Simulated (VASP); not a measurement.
Set up this calculation in VASP 6.6.1, as the native input.

```yaml
Task: single point
Functional: PBE
Dispersion: D3(BJ)
Potentials_or_basis: VASP PAW PBE potentials, release 64 (Al)
Cutoff: 500 eV
k_mesh: 18 × 18 × 3
Occupations: gaussian, width 0.15 eV
Spin: no spin polarisation
Dipole_correction: no
Further_INCAR_settings: ALGO = Normal; EDIFF = 1e-06; NBANDS = 18
```

The structure of Al lies in POSCAR:

```
Al
1.0
   -2.8035700760      0.0000000000      0.0000000000
   -1.4017850380     -2.4279629071      0.0000000000
   -1.4017850380     -0.8093209690     14.0252688885
Al
6
Direct
    0.6388833333      0.6388833333      0.0833500000
    0.5277722222      0.5277722222      0.4166833333
    0.4166611111      0.4166611111      0.7500166667
    0.0277722222      0.0277722222      0.9166833333
    0.2499944444      0.2499944444      0.2500166667
    0.1388833333      0.1388833333      0.5833500000
```

One way to write it, as run:

INCAR

```
SYSTEM = Al
  PREC = Accurate
  ENCUT = 500
  EDIFF = 1E-6
  ISMEAR = 0
  SIGMA = 0.15
  LREAL = .FALSE.
  LASPH = .TRUE.
  NELM = 120
  ALGO = Normal
  ISIF = 2
  LWAVE = .FALSE.
  LCHARG = .TRUE.
  GGA = PE
  IVDW = 12
  LELF = .TRUE.
  LVHAR = .TRUE.
  NBANDS = 18
  GGA_COMPAT = .FALSE.
```

KPOINTS

```
regular mesh
0
G
  18 18 3
  0 0 0
```

Potentials or basis: VASP PAW PBE potentials, release 64 (Al).

The run is started by

```bash
$ cat potpaw_PBE.64/Al/POTCAR > POTCAR
$ mpirun -np 1 vasp_std > vasp.out
```

It gave:

```yaml
Pressure: -0.1 GPa
Largest_force: 0.041 eV/Å
Band_gap_on_the_k_mesh: zero (bands 9 and 10 overlap by 5.30 eV)
Dispersion_energy_per_atom: -0.349 eV
```

Wall time 2.5 min on 1 thread of AMD EPYC 9R45 96-Core Processor (Zen 5), on a shared host, peak memory 0.36 GiB.
